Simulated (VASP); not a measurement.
Set up this calculation in VASP 6.6.1, as the native input.

```yaml
Task: single point
Functional: PBE
Potentials_or_basis: VASP PAW PBE potentials, release 64 (Pt)
Cutoff: 520 eV
k_mesh: 12 × 12 × 12
Occupations: methfessel-paxton, width 0.05 eV
Spin: no spin polarisation
Dipole_correction: no
Further_INCAR_settings: ALGO = Normal; EDIFF = 1e-06; NBANDS = 17
```

The structure of Pt lies in POSCAR:

```
Pt
1.0
    0.0000000000      2.8865536094      2.8865536094
    2.8865536094      0.0000000000      2.8865536094
    2.8865536094      2.8865536094      0.0000000000
Pt
2
Direct
    0.0000000000      0.0000000000      0.0000000000
    0.2500000000      0.2500000000      0.2500000000
```

One way to write it, as run:

INCAR

```
SYSTEM = Pt
PREC = Accurate ; ENCUT = 520
EDIFF = 1E-6 ; ISMEAR = 1
SIGMA = 0.05 ; LREAL = .FALSE.
LASPH = .TRUE. ; NELM = 60
ALGO = Normal ; ISIF = 2
LWAVE = .FALSE. ; LCHARG = .FALSE.
GGA = PE ; NBANDS = 17
```

KPOINTS

```
Automatic mesh
0
G
  12 12 12
  0 0 0
```

Potentials or basis: VASP PAW PBE potentials, release 64 (Pt).

Command:

```console
$ cat potpaw_PBE.64/Pt/POTCAR > POTCAR
$ mpirun -np 1 vasp_std > vasp.out
```

It gave:

```yaml
Pressure: -0.4 GPa
Band_gap_on_the_k_mesh: zero (band 10 reaches 5.24 eV, above the bottom of band 11 at 4.63 eV)
```

Caveat: spin-orbit coupling is left out, which moves the levels of the heavy elements.

Run time: 59 s on 1 thread of AMD EPYC 7R13, on a shared host, peak memory 0.17 GiB.
